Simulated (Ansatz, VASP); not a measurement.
Ti2AlN3 in VASP and in Ansatz

INCAR

```
SYSTEM = Ti2AlN3
PREC = Accurate
ENCUT = 600
EDIFF = 1E-6
ISMEAR = 0
SIGMA = 0.1
LREAL = .FALSE.
LASPH = .TRUE.
NELM = 60
ALGO = Normal
ISIF = 3
LWAVE = .FALSE.
LCHARG = .FALSE.
GGA = PE
IBRION = 2
NSW = 100
EDIFFG = -0.01
```

The input KPOINTS:

```
Automatic mesh
0
G
  12 12 6
  0 0 0
```

The input POSCAR:

```
Ti2AlN3
1.0
    2.9607723043      0.0000000000      0.0000000000
   -1.4803861521      2.5641040303      0.0000000000
    0.0000000000      0.0000000000      7.3082378627
Ti Al N
2 1 3
Direct
    0.3333333333      0.6666666667      0.1609868532
    0.6666666667      0.3333333333      0.8390131468
    0.0000000000      0.0000000000      0.5000000000
    0.6666666667      0.3333333333      0.3441796998
    0.3333333333      0.6666666667      0.6558203002
    0.0000000000      0.0000000000      0.0000000000
```

Input for Ansatz:

```yaml
crystal:
  lattice:
    - [2.9607723043, 0.0, 0.0]
    - [-1.4803861521, 2.5641040303, 0.0]
    - [0.0, 0.0, 7.3082378627]
  atoms:
    - { symbol: Ti, position: [0.3333333333, 0.6666666667, 0.1609868532] }
    - { symbol: Ti, position: [0.6666666667, 0.3333333333, 0.8390131468] }
    - { symbol: Al, position: [0.0, 0.0, 0.5] }
    - { symbol: "N", position: [0.6666666667, 0.3333333333, 0.3441796998] }
    - { symbol: "N", position: [0.3333333333, 0.6666666667, 0.6558203002] }
    - { symbol: "N", position: [0.0, 0.0, 0.0] }
basis:
  ecutwfc: 420
kpoints:
  mp_grid: { grid: [12, 12, 6] }
hamiltonian:
  xc: pbe
scf:
  occupations: { method: gaussian, width: 0.1 }
output:
  forces: true
  stress: true
  eigenvalues: true
  write_density: true
  write_potential: true
  elf: true
  volumetric_format: npy
relax:
  adjacent_minimum: "off"
  f_tol: 0.01
  max_steps: 80
  cell: { stress_tol: 0.05 }
```

Alike in both runs: task relaxation of cell and atoms; functional PBE; k mesh 12 × 12 × 6; occupations gaussian, width 0.1 eV; no spin polarisation.

```csv
,VASP,Ansatz
version,VASP 6.6.1,Ansatz 0.2.0
potentials or method,"VASP PAW PBE potentials, release 64 (Ti_sv, Al, N), cutoff 600 eV","scalar-relativistic, plane waves, PAW"
valence electrons in the cell,42,42
```

```csv
,VASP,Ansatz,Ansatz less VASP
"gap on the k mesh at the Fermi level, each at its own relaxed structure (eV)",none,none,-
relaxed volume (Å³/atom),9.25,9.25,-0.001
relaxed cell length with the largest relative difference (Å),7.314,7.313,-0.0013
```

A gap of «none» marks a metal or a gap that the smearing closes.
